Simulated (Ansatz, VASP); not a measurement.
## CdSe in VASP and in Ansatz

```
CELL_PARAMETERS angstrom
0.00000 3.07027 3.07027
3.07027 0.00000 3.07027
3.07027 3.07027 0.00000
ATOMIC_POSITIONS crystal
Cd 0.00000 0.00000 0.00000
Se 0.25000 0.25000 0.25000
```

Alike in both runs: task single point; functional PBE; k mesh 8 × 8 × 8; occupations gaussian, width 0.011 eV; no spin polarisation.

```csv
,VASP,Ansatz
version,VASP 6.6.1,Ansatz 0.2.0
potentials or method,"VASP PAW PBE potentials, release 64 (Cd, Se), cutoff 520 eV","all-electron LAPW, scalar-relativistic"
```

Ansatz gave:

| Quantity | Value |
| --- | --- |
| gap on the k mesh at the Fermi level (eV) | 0.55 |
| least direct gap on the mesh (eV) | 0.55 |
| pressure (GPa) | 1.3 |

Q: Estimate VASP's values.

A: gap on the k mesh at the Fermi level (eV): 0.55; least direct gap on the mesh (eV): 0.55; pressure (GPa): 1.6.

Ansatz ran all-electron here, and VASP with PAW potentials.
